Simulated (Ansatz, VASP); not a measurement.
**One calculation of Ta2H3, two programs**

```
Ta H
1.0
     5.75622    0.00000    0.00000
     0.00000    5.75622    0.00000
     0.00000    0.00000    2.84647
Ta H
4 6
Direct
  0.28634 0.78634 0.00000
  0.21366 0.28634 0.00000
  0.71366 0.21366 0.00000
  0.78634 0.71366 0.00000
  0.00000 0.00000 0.00000
  0.50000 0.50000 0.00000
  0.11739 0.61739 0.50000
  0.38261 0.11739 0.50000
  0.88261 0.38261 0.50000
  0.61739 0.88261 0.50000
```

Alike in both runs: functional PBE; k mesh 4 × 4 × 6; occupations gaussian, width 0.1 eV; no spin polarisation.

Ansatz relaxed the structure, and its values are those at the end. VASP's run is a single point on that final structure, the one shown.

|  | VASP | Ansatz |
| --- | --- | --- |
| version | VASP 6.6.1 | Ansatz 0.2.0 |
| potentials or method | VASP PAW PBE potentials, release 64 (Ta_pv, H), cutoff 520 eV | scalar-relativistic, plane waves, PAW |
| valence electrons in the cell | 50 | 58 |

Ansatz gave:

- gap on the k mesh at the Fermi level (eV): none
- pressure (GPa): -0.1
- rms of the force components (eV/Å): 0.016

Q: What did VASP give for the same quantities?

A: gap on the k mesh at the Fermi level (eV): none; pressure (GPa): 0.0; rms of the force components (eV/Å): 0.015.

A gap of «none» marks a metal or a gap that the smearing closes. VASP's potentials hold 50 valence electrons a cell and Ansatz's 58, so a difference there can come from the potentials and not from the codes.

The k mesh is coarse, so the values compare programs but aren't converged. Neither program's run includes spin-orbit coupling.
